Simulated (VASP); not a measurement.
Write the native input for VASP 6.6.1 that does the following.

```yaml
Task: single point
Functional: LDA
Potentials_or_basis: VASP PAW LDA potentials, release 64 (Pt)
Cutoff: 520 eV
k_mesh: 19 × 19 × 19
Occupations: fermi-dirac, width 0.1 eV
Spin: no spin polarisation
Dipole_correction: no
Further_INCAR_settings: ALGO = Normal; EDIFF = 1e-07; NBANDS = 11
```

The structure of Pt lies in POSCAR:

```
Pt
1.0
   -1.5514557101      1.5514557101      1.5514557101
    1.5514557101     -1.5514557101      1.5514557101
    1.5514557101      1.5514557101     -1.5514557101
Pt
1
Direct
    0.0000000000      0.0000000000      0.0000000000
```

The input as run:

INCAR

```
PREC = Accurate
ENCUT = 520
EDIFF = 1E-7
ISMEAR = -1
SIGMA = 0.1
LREAL = False
LASPH = True
NELM = 100
ALGO = Normal
ISIF = 2
LWAVE = False
LCHARG = False
GGA = CA
NBANDS = 11
```

KPOINTS

```
Automatic mesh
0
Gamma
  19 19 19
```

Potentials or basis: VASP PAW LDA potentials, release 64 (Pt).

Launch:

```sh
$ cat potpaw_LDA.64/Pt/POTCAR > POTCAR
$ mpirun -np 1 vasp_std > vasp.out
```

Results of the run:

```
Pressure               : 0.7 GPa
Band gap on the k mesh : zero (band 5 reaches 12.15 eV, above the bottom of band 6 at 9.89 eV)
```

Caveat: spin-orbit coupling is left out, which moves the levels of the heavy elements.

It took 44 s on 1 thread of AMD EPYC 7R43 64-Core Processor (Zen 3) (shared host), peak memory 0.11 GiB.
